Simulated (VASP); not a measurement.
# Li (R-3m) in VASP: notebook

The runs below take Li through single point, with PBE, PBEsol.

Program: VASP 6.6.1. These are calculated values, not measurements. Logs are shortened: lines on timing, memory, paths and dates and some standing lists are left out, and cuts for length are marked.

### Step 1. The cell of the first run

Symmetry: R-3m, No. 166, trigonal system. The conventional cell has a = 2.884 Å, b = 2.884 Å, c = 21.168 Å, α = 90.00°, β = 90.00°, γ = 120.00°. Li (site symmetry -3m) has 12 Li at 2.88 to 2.89 Å within 3.8 Å. Within 3.8 Å of Li (site symmetry 3m) lie 12 Li at 2.87 to 2.89 Å.

### Step 2. Single point, PBE

INCAR

```
SYSTEM = Li
ALGO = Normal ; EDIFF = 1E-6
ENCUT = 520 ; GGA = PE
ISIF = 2 ; ISMEAR = -1
LASPH = .True. ; LCHARG = .True.
LELF = .True. ; LREAL = .False.
LVHAR = .True. ; LWAVE = .False.
NBANDS = 12 ; NELM = 100
PREC = Accurate ; SIGMA = 0.1
```

KPOINTS

```
k-points
0
Gamma
  3 3 3
  0 0 0
```

POSCAR

```
Li
1.0
    1.4417506762      0.8323951410      7.0560747853
   -1.4417506762      0.8323951410      7.0560747853
    0.0000000000     -1.6647902821      7.0560747853
Li
3
Direct
    0.0000000000      0.0000000000      0.0000000000
    0.2220000000      0.2220000000      0.2220000000
    0.7780000000      0.7780000000      0.7780000000
```

Potentials or basis: VASP PAW PBE potentials, release 64 (Li_sv).

Run with:

```bash
> cat potpaw_PBE.64/Li_sv/POTCAR > POTCAR
> mpirun -np 1 vasp_std > vasp.out
```

OUTCAR:

```text
SYSTEM = Li
   EDIFF = 1E-6
   ENCUT = 520
   GGA = PE
   ISIF = 2
   ISMEAR = -1
   LASPH = .True.
   LREAL = .False.
   NELM = 100
   PREC = Accurate

 ion  position               nearest neighbor table
   1  0.000  0.000  0.000-
   2  0.222  0.222  0.222-
   3  0.778  0.778  0.778-

  LATTYP: Found a trigonal (rhomboedric) cell.
 ALAT       =     7.2498081394
 COS(alpha) =     0.9209034946

  Lattice vectors:

 A1 = (   1.4417506762,   0.8323951410,   7.0560747853)
 A2 = (  -1.4417506762,   0.8323951410,   7.0560747853)
 A3 = (   0.0000000000,  -1.6647902821,   7.0560747853)

Analysis of symmetry for initial positions (statically):
=====================================================================
 Subroutine PRICEL returns:
 Original cell was already a primitive cell.

 Routine SETGRP: Setting up the symmetry group for a
 trigonal (rhombohedral) supercell.

 Subroutine GETGRP returns: Found 12 space group operations
 (whereof 12 operations were pure point group operations)
 out of a pool of 12 trial point group operations.

The static configuration has the point symmetry D_3d.

Analysis of symmetry for dynamics (positions and initial velocities):
=====================================================================
 Subroutine PRICEL returns:
 Original cell was already a primitive cell.

 Routine SETGRP: Setting up the symmetry group for a
 trigonal (rhombohedral) supercell.

 Subroutine GETGRP returns: Found 12 space group operations
 (whereof 12 operations were pure point group operations)
 out of a pool of 12 trial point group operations.

The dynamic configuration has the point symmetry D_3d.

 Subroutine INISYM returns: Found 12 space group operations
 (whereof 12 operations are pure point group operations),
 and found     1 'primitive' translations

----------------------------------------------------------------------------------------

                                     Primitive cell

  volume of cell :      50.8082

  direct lattice vectors                    reciprocal lattice vectors
     1.441750676  0.832395141  7.056074785     0.346800600  0.200225420  0.047240618
    -1.441750676  0.832395141  7.056074785    -0.346800600  0.200225420  0.047240618
     0.000000000 -1.664790282  7.056074785     0.000000000 -0.400450840  0.047240618

  length of vectors
     7.249808139  7.249808139  7.249808139     0.403227667  0.403227667  0.403227667

  position of ions in fractional coordinates (direct lattice)
     0.000000000  0.000000000  0.000000000
     0.222000000  0.222000000  0.222000000
     0.778000000  0.778000000  0.778000000

  ion indices of the primitive-cell ions
   primitive index   ion index
                 1           1
                 2           2
                 3           3

----------------------------------------------------------------------------------------

 KPOINTS: k-points

Automatic generation of k-mesh.
 Grid dimensions read from file:
 generate k-points for:    3    3    3

 Generating k-lattice:

  Cartesian coordinates                     Fractional coordinates (reciprocal lattice)
     0.115600200  0.066741807  0.015746873     0.333333333 -0.000000000  0.000000000
    -0.115600200  0.066741807  0.015746873    -0.000000000  0.333333333  0.000000000
     0.000000000 -0.133483613  0.015746873    -0.000000000 -0.000000000  0.333333333

  Length of vectors
     0.134409222  0.134409222  0.134409222

  Shift w.r.t. Gamma in fractional coordinates (k-lattice)
     0.000000000  0.000000000  0.000000000

 Subroutine IBZKPT returns following result:
 ===========================================

 Found      6 irreducible k-points:

 Following reciprocal coordinates:
            Coordinates               Weight
  0.000000  0.000000  0.000000      1.000000
  0.333333  0.000000 -0.000000      6.000000
  0.333333  0.333333 -0.000000      6.000000
 -0.333333  0.333333  0.000000      6.000000
  0.333333  0.333333  0.333333      2.000000
 -0.333333  0.333333  0.333333      6.000000
   k-points           NKPTS =      6   k-points in BZ     NKDIM =      6   number of bands    NBANDS=     12
   number of dos      NEDOS =    301   number of ions     NIONS =      3
   total plane-waves  NPLWV = 157464
   dimension x,y,z NGX =    54 NGY =   54 NGZ =   54
   dimension x,y,z NGXF=   108 NGYF=  108 NGZF=  108
   ions per type =               3
   NGX,Y,Z   is equivalent  to a cutoff of  12.38, 12.38, 12.38 a.u.
   NGXF,Y,Z  is equivalent  to a cutoff of  24.77, 24.77, 24.77 a.u.
 SYSTEM =  Li
   PREC   = accura    normal or accurate (medium, high low for compatibility)
   ISTART =      0    job   : 0-new  1-cont  2-samecut
   ICHARG =      2    charge: 1-file 2-atom 10-const
   ISPIN  =      1    spin polarized calculation?
   LNONCOLLINEAR =      F non collinear calculations
   LSORBIT =      F    spin-orbit coupling
   LASPH  =      T    aspherical Exc in radial PAW
   ENCUT  =  520.0 eV  38.22 Ry    6.18 a.u.  13.48 13.48 13.48*2*pi/ulx,y,z
   NELM   =    100;   NELMIN=  2; NELMDL= -5     # of ELM steps
   EDIFF  = 0.1E-05   stopping-criterion for ELM
   LREAL  =      F    real-space projection
   EDIFFG = 0.1E-04   stopping-criterion for IOM
   NSW    =      0    number of steps for IOM
   IBRION =     -1    ionic relax: 0-MD 1-quasi-New 2-CG
   NFREE  =      0    steps in history (QN), initial steepest desc. (CG)
   ISIF   =      2    stress and relaxation
   ISYM   =      2    0-nonsym 1-usesym 2-fastsym
   POTIM  = 0.5000    time-step for ionic-motion
   TEBEG  =    0.0;   TEEND  =   0.0 temperature during run
   PSTRESS=    0.0 pullay stress
   NELECT =       9.0000    total number of electrons
   NUPDOWN=      -1.0000    fix difference up-down
   EMIN   =  10.00;   EMAX   =-10.00  energy-range for DOS
   EFERMI =   0.00;   METHOD = LEGACY
   ISMEAR =    -1;   SIGMA  =   0.10  broadening in eV -4-tet -1-fermi 0-gaus
   EFERMI_NEDOS =   21; number of points for ismear=-14 and -15
   IALGO  =     38    algorithm
   IMIX   =      4    mixing-type and parameters
     AMIX     =   0.40;   BMIX     =  1.00
     AMIX_MAG =   1.60;   BMIX_MAG =  1.00
  volume/ion in A,a.u.               =      16.94       114.29
  Fermi-wavevector in a.u.,A,eV,Ry     =   0.919414  1.737440 11.501297  0.845322
  Thomas-Fermi vector in A             =   2.044605
   LORBIT       =      0    0 simple, 1 ext, 2 COOP (PROOUT), +10 PAW based schemes
   GGA     = PE    functional components
   LHFCALC =     F    Hartree Fock is set to
   AEXX    =    0.0000 exact exchange contribution
   IVDW    =     0    specifies the selected vdW correction
   LEPSILON=     F    determine dielectric tensor
   LRPA    =     F    only Hartree local field effects (RPA)
 non-spin polarized calculation
  energy-cutoff  :      520.00
  volume of cell :       50.81
 maximum number of plane-waves:      1407
 NGX is ok and might be reduce to    54
   NGX = 27   NGY = 27   NGZ = 27

 number of electron       8.9999988 magnetization

 Free energy of the ion-electron system (eV)
  ---------------------------------------------------
  ext. energy  EPLUGINS =         0.00000000
  ---------------------------------------------------
  free energy    TOTEN  =        -5.95413147 eV

  energy without entropy =       -5.91226836  energy(sigma->0) =       -5.93319992

 E-fermi :   0.8983     XC(G=0):  -7.4972

 val. band max:        0.7748499194   @ k =   0.3333   0.3333   0.3333
 cond. band min:       0.9602681802   @ k =   0.3333   0.0000  -0.0000
 fundamental gap:      0.1854182608
 Fermi energy:         0.8982651225

 k-point     1 :       0.0000    0.0000    0.0000
  band No.  band energies     occupation
      1     -45.0657      2.00000
      2     -45.0402      2.00000
      3     -45.0345      2.00000
      4      -2.6135      2.00000
      5      -0.5432      2.00000
      6      -0.5403      2.00000
      7       7.6859      0.00000
      8       7.7159      0.00000
      9      15.6761      0.00000
     10      15.6761      0.00000
     11      15.8456      0.00000
     12      15.8456      0.00000

 k-point     2 :       0.3333    0.0000   -0.0000
  band No.  band energies     occupation
      1     -45.0402      2.00000
      2     -45.0260      2.00000
      3     -45.0202      2.00000
      4      -0.7233      2.00000
      5       0.9603      0.69955
      6       1.8930      0.00010
      7       5.9757      0.00000
      8       7.6001      0.00000
      9       9.5308      0.00000
     10       9.9499      0.00000
     11      11.2785      0.00000
     12      11.8541      0.00000

 k-point     3 :       0.3333    0.3333   -0.0000
  band No.  band energies     occupation
      1     -45.0393      2.00000
      2     -45.0284      2.00000
      3     -45.0187      2.00000
      4      -0.6324      2.00000
      5       0.5303      1.95079
      6       2.4347      0.00000
      7       5.9013      0.00000
      8       7.1253      0.00000
      9       8.8127      0.00000
     10      11.3324      0.00000
     11      11.4143      0.00000
     12      12.1310      0.00000

 k-point     4 :      -0.3333    0.3333    0.0000
  band No.  band energies     occupation
      1     -45.0257      2.00000
      2     -45.0170      2.00000
      3     -45.0169      2.00000
      4       2.7406      0.00000
      5       3.4092      0.00000
      6       3.5862      0.00000
      7       3.6602      0.00000
      8       4.5920      0.00000
      9       6.3198      0.00000
     10       8.4020      0.00000
     11       8.4925      0.00000
     12       9.5107      0.00000

 k-point     5 :       0.3333    0.3333    0.3333
  band No.  band energies     occupation
      1     -45.0618      2.00000
      2     -45.0495      2.00000
      3     -45.0289      2.00000
      4      -2.3800      2.00000
      5      -1.6802      2.00000
      6       0.7748      1.54909
      7       5.1891      0.00000
      8      11.1597      0.00000
      9      15.0270      0.00000
     10      15.3737      0.00000
     11      15.3737      0.00000
     12      16.3412      0.00000

 k-point     6 :      -0.3333    0.3333    0.3333
  band No.  band energies     occupation
      1     -45.0380      2.00000
      2     -45.0308      2.00000
      3     -45.0176      2.00000
      4      -0.3401      1.99999
      5      -0.0715      1.99988
      6       3.5874      0.00000
      7       4.4679      0.00000
      8       8.0037      0.00000
      9       8.5713      0.00000
     10       9.8407      0.00000
     11      11.4345      0.00000
     12      12.9759      0.00000

------------------------ aborting loop because EDIFF is reached ----------------------------------------

  FORCE on cell =-STRESS in cart. coord.  units (eV):
  Direction    XX          YY          ZZ          XY          YZ          ZX
  --------------------------------------------------------------------------------------
  -------------------------------------------------------------------------------------
  Total        0.8671585      0.8671585      0.9120712      0.0000000     -0.0000000      0.0000000
  in kB       27.3448108     27.3448108     28.7610809      0.0000000     -0.0000000      0.0000000
  external PRESSURE =      27.8169008 kB  Pullay stress =       0.0000000 kB

 VOLUME and BASIS-vectors are now :
 -----------------------------------------------------------------------------
  energy-cutoff  :      520.00
  volume of cell :       50.81
      direct lattice vectors                 reciprocal lattice vectors
     1.441750676  0.832395141  7.056074785     0.346800600  0.200225420  0.047240618
    -1.441750676  0.832395141  7.056074785    -0.346800600  0.200225420  0.047240618
     0.000000000 -1.664790282  7.056074785     0.000000000 -0.400450840  0.047240618

 POSITION                                       TOTAL-FORCE (eV/Angst)
 -----------------------------------------------------------------------------------
      0.00000      0.00000      0.00000         0.000000     -0.000000     -0.000000
      0.00000     -0.00000      4.69935        -0.000000     -0.000000      0.023825
      0.00000     -0.00000     16.46888        -0.000000      0.000000     -0.023825
 -----------------------------------------------------------------------------------
    total drift:                                0.000000     -0.000000      0.000000

  FREE ENERGIE OF THE ION-ELECTRON SYSTEM (eV)
  ---------------------------------------------------
  free  energy   TOTEN  =        -5.9541314684 eV

  energy  without entropy=       -5.9122683627  energy(sigma->0) =       -5.93319992
```

Wall time 16 s (1 thread of AMD EPYC 9R45 (Zen 5), shared host); peak memory 0.3 GiB.

Results:

| Quantity | Value |
| --- | --- |
| Free energy | -5.9541 eV |
| Largest force | 0.024 eV/Å |

Forces in eV/Å, atoms in the order of the input:
```
Li   0.000  0.000  0.000
Li   0.000  0.000  0.024
Li   0.000  0.000 -0.024
```

Caveat: the k points lie up to 0.84 Å⁻¹ apart; the cutoff is under 1.25 times the usual one of these potentials, so pressure, stress and relaxed cells hold a basis-set (Pulay) error.

### Step 3. Single point, PBE

This run uses another cell than the first one, of 21.06 Å³/atom, 1.244 times its volume.

INCAR

```
SYSTEM = Li
PREC = Accurate
ENCUT = 520
EDIFF = 1E-6
ISMEAR = 0
SIGMA = 0.1
LREAL = .FALSE.
LASPH = .TRUE.
NELM = 80
ALGO = Normal
ISIF = 2
LWAVE = .FALSE.
LCHARG = .FALSE.
GGA = PE
NBANDS = 12
```

KPOINTS

```
Automatic mesh
0
Gamma
  3 3 3
  0.5 0.5 0.5
```

POSCAR

```
Li
1.0
    1.5504989657      0.8951809952      7.5883000000
   -1.5504989657      0.8951809952      7.5883000000
    0.0000000000     -1.7903619905      7.5883000000
Li
3
Direct
    0.0000000000      0.0000000000      0.0000000000
    0.2220000000      0.2220000000      0.2220000000
    0.7780000000      0.7780000000      0.7780000000
```

Potentials or basis: VASP PAW PBE potentials, release 64 (Li_sv).

Run with:

```bash
> cat potpaw_PBE.64/Li_sv/POTCAR > POTCAR
> mpirun -np 1 vasp_std > vasp.out
```

Run time: 17 s. Hardware: 1 thread of AMD EPYC 9R45 (Zen 5), shared host; peak memory 0.39 GiB.

Results (log left out):

```yaml
Free_energy: -6.0102 eV
Largest_force: 0.013 eV/Å
```

Forces in eV/Å, atoms in the order of the input:
```
Li   0.000  0.000  0.000
Li   0.000  0.000  0.013
Li   0.000  0.000 -0.013
```

Levels at points of the mesh, in eV from the Fermi level:
```tsv
k point	band 1	band 2	band 3	band 4	band 5	band 6	band 7	band 8	band 9	band 10
(0.50, 0.50, 0.50)	-46.53	-46.52	-46.51	-2.97	-2.96	0.06	2.86	10.29	10.34	12.22
```

Caveat: the k points lie up to 0.79 Å⁻¹ apart; the cutoff is under 1.25 times the usual one of these potentials, so pressure, stress and relaxed cells hold a basis-set (Pulay) error.

### Step 4. Single point, PBE

This run uses another cell than the first one, of 21.06 Å³/atom, 1.244 times its volume.

INCAR

```
SYSTEM = Li
  ALGO = Fast
  EDIFF = 1E-7
  ENCUT = 520
  GGA = PE
  ISIF = 2
  ISMEAR = 1
  LASPH = .TRUE.
  LCHARG = .FALSE.
  LREAL = .FALSE.
  LWAVE = .FALSE.
  NBANDS = 12
  NELM = 100
  PREC = Accurate
  SIGMA = 0.1
```

KPOINTS

```
k-points
0
G
  4 4 4
  0 0 0
```

POSCAR is that of step 3.

Run with:

```bash
> cat potpaw_PBE.64/Li_sv/POTCAR > POTCAR
> mpirun -np 1 vasp_std > vasp.out
```

Wall time 69 s (1 thread of AMD EPYC 9R45 (Zen 5), shared host); peak memory 0.38 GiB.

The run converged. Its results:

```
Free energy   : -5.5738 eV
Largest force : 0.008 eV/Å
```

Forces in eV/Å, atoms in the order of the input:
```
Li   0.000  0.000  0.000
Li   0.000  0.000  0.008
Li   0.000  0.000 -0.008
```

Levels at points of the mesh, in eV from the Fermi level:
| k point | band 3 | band 4 | band 5 | band 6 | band 7 | band 8 |
| --- | --- | --- | --- | --- | --- | --- |
| (0.00, 0.00, 0.00) | -46.54 | -3.47 | -1.54 | -1.54 | 5.56 | 5.59 |
| (0.50, 0.00, 0.00) | -46.53 | -0.02 | 0.84 | 1.06 | 3.65 | 3.78 |
| (0.50, 0.50, 0.00) | -46.53 | 0.27 | 0.36 | 1.17 | 3.14 | 4.35 |
| (0.50, 0.50, 0.50) | -46.54 | -2.98 | -2.98 | 0.04 | 2.84 | 10.27 |

Caveat: the k points lie up to 0.59 Å⁻¹ apart; the cutoff is under 1.25 times the usual one of these potentials, so pressure, stress and relaxed cells hold a basis-set (Pulay) error.

### Step 5. Single point, PBEsol

This run uses another cell than the first one, of 21.06 Å³/atom, 1.244 times its volume.

INCAR

```
  PREC = Accurate
  ENCUT = 520
  EDIFF = 1E-6
  ISMEAR = -5
  SIGMA = 0.1
  LREAL = False
  LASPH = True
  NELM = 80
  ALGO = Normal
  ISIF = 2
  LWAVE = False
  LCHARG = False
  GGA = PS
  NBANDS = 12
  ISYM = 0
```

KPOINTS

```
Automatic mesh
0
Gamma
  6 7 1
  0.25 0.25 0.25
```

POSCAR is that of step 4.

Run with:

```bash
> cat potpaw_PBE.64/Li_sv/POTCAR > POTCAR
> mpirun -np 1 vasp_std > vasp.out
```

Wall time 85 s (1 thread of AMD EPYC 9R45 (Zen 5), shared host); peak memory 0.4 GiB.

The run converged. Its results:

```
Free energy   : -5.8895 eV
Largest force : 0.010 eV/Å
```

Forces on the atoms (eV/Å):
```
Li   0.000  0.000  0.000
Li  -0.002 -0.004  0.009
Li   0.002  0.004 -0.009
```

Levels at points of the mesh, in eV from the Fermi level:
| k point | band 2 | band 3 | band 4 | band 5 | band 6 | band 7 | band 8 | band 9 |
| --- | --- | --- | --- | --- | --- | --- | --- | --- |
| (0.04, 0.04, 0.25) | -45.93 | -45.92 | -2.74 | -1.20 | -0.36 | 5.00 | 6.81 | 8.23 |

Caveat: the k points lie up to 2.36 Å⁻¹ apart; the cutoff is under 1.25 times the usual one of these potentials, so pressure, stress and relaxed cells hold a basis-set (Pulay) error; the PAW data sets were made with another functional, which shifts forces and pressure a little; tetrahedron occupations give inexact forces and stress in metals.

### Step 6. Overview

| level | cell | k mesh | smearing | gap on the mesh (eV) | largest force (eV/Å) |
| --- | --- | --- | --- | --- | --- |
| PBE | a = 7.250 Å, angles 22.9°, 3 atoms | 3 × 3 × 3 | fermi-dirac 0.1 eV | none | 0.02 |
| PBE | a = 7.797 Å, angles 22.9°, 3 atoms | 3 × 3 × 3, shifted | gaussian 0.1 eV | none | 0.01 |
| PBE | a = 7.797 Å, angles 22.9°, 3 atoms | 4 × 4 × 4 | methfessel-paxton 0.1 eV | none | 0.01 |
| PBEsol | a = 7.797 Å, angles 22.9°, 3 atoms | 6 × 7 × 1, shifted | tetrahedron | none | 0.01 |

Alike in all rows: task single point; potentials or basis VASP PAW PBE potentials, release 64 (Li_sv); no spin polarisation; cutoff (eV) 520.

Caveats: all runs use coarse meshes; the cutoff is under 1.25 times the usual one of these potentials, so pressure, stress and relaxed cells hold a basis-set (Pulay) error; the PAW data sets were made with another functional, which shifts forces and pressure a little (some runs); tetrahedron occupations give inexact forces and stress in metals (some runs).

Absolute energies hang on the potentials; compare differences alone.
